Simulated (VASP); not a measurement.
Input of a VASP 6.6.1 run:

File INCAR:

```
SYSTEM = Be
PREC     = Accurate       ! precision mode
ENCUT    = 520            ! plane-wave cutoff, eV
EDIFF    = 1E-6           ! SCF threshold, eV
ISMEAR   = -1             ! smearing method
SIGMA    = 0.1            ! smearing width, eV
LREAL    = .FALSE.        ! projectors in reciprocal space
LASPH    = .TRUE.         ! aspherical terms in the spheres
NELM     = 100            ! most SCF steps
ALGO     = Normal         ! electronic algorithm
ISIF     = 2              ! what is computed and relaxed
LWAVE    = .FALSE.        ! write WAVECAR
LCHARG   = .FALSE.        ! write CHGCAR
GGA      = PE             ! functional
NBANDS   = 18             ! bands
```

Contents of KPOINTS:

```
regular mesh
0
G
  8 8 8
  0 0 0
```

File POSCAR:

```
Be
1.0
    4.0126186476      0.0000000000      0.0000000000
    0.0000000000      4.0126186476      0.0000000000
    0.0000000000      0.0000000000      4.0126186476
Be
8
Direct
    1.0000000000      0.0000000000      1.0000000000
    0.5000000000      0.5000000000      0.5000000000
    0.2500000000      0.0000000000      0.5000000000
    0.7500000000      1.0000000000      0.5000000000
    0.5000000000      0.2500000000      1.0000000000
    0.5000000000      0.7500000000      0.0000000000
    0.0000000000      0.5000000000      0.2500000000
    0.0000000000      0.5000000000      0.7500000000
```

Potentials or basis: VASP PAW PBE potentials, release 64 (Be).

The run is started by

```sh
$ cat potpaw_PBE.64/Be/POTCAR > POTCAR
$ mpirun -np 1 vasp_std > vasp.out
```

(1) Predict the pressure.

(2) Estimate the band gap on the k mesh.

## Answers

(1) -0.2 GPa.

(2) zero (band 8 reaches 8.65 eV, above the bottom of band 9 at 6.39 eV).
